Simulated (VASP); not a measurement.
Wanted: the native input for a VASP 6.6.1 run.

* Task: single point
* Functional: PBEsol
* Potentials or basis: VASP PAW PBE potentials, release 64 (In_d)
* Cutoff: 500 eV
* k mesh: 8 × 8 × 8
* Occupations: gaussian, width 0.1 eV
* Spin: no spin polarisation
* Dipole correction: no
* Further INCAR settings: ALGO = Normal; EDIFF = 1e-06; NBANDS = 12

The structure of In lies in POSCAR:

```
In
1.0
   -1.6297352700      1.6297352700      2.4928993500
    1.6297352700     -1.6297352700      2.4928993500
    1.6297352700      1.6297352700     -2.4928993500
In
1
Direct
    0.0000000000      0.0000000000      0.0000000000
```

One way to write it, as run:

INCAR

```
PREC = Accurate
ENCUT = 500
EDIFF = 1E-6
ISMEAR = 0
SIGMA = 0.1
LREAL = False
LASPH = True
NELM = 120
ALGO = Normal
ISIF = 2
LWAVE = False
LCHARG = False
GGA = PS
NBANDS = 12
GGA_COMPAT = False
```

KPOINTS

```
Automatic mesh
0
Gamma
  8 8 8
```

Potentials or basis: VASP PAW PBE potentials, release 64 (In_d).

Run with:

```bash
$ cat potpaw_PBE.64/In_d/POTCAR > POTCAR
$ mpirun -np 1 vasp_std > vasp.out
```

It gave:

| Item | Value |
| --- | --- |
| Pressure | -1.7 GPa |

Caveat: the PAW data sets were made with another functional, which shifts forces and pressure a little.

Run time: 15 s on 1 thread of Intel(R) Xeon(R) Platinum 8259CL CPU @ 2.50GHz (Skylake/Cascade Lake), on a shared host, peak memory 0.16 GiB.
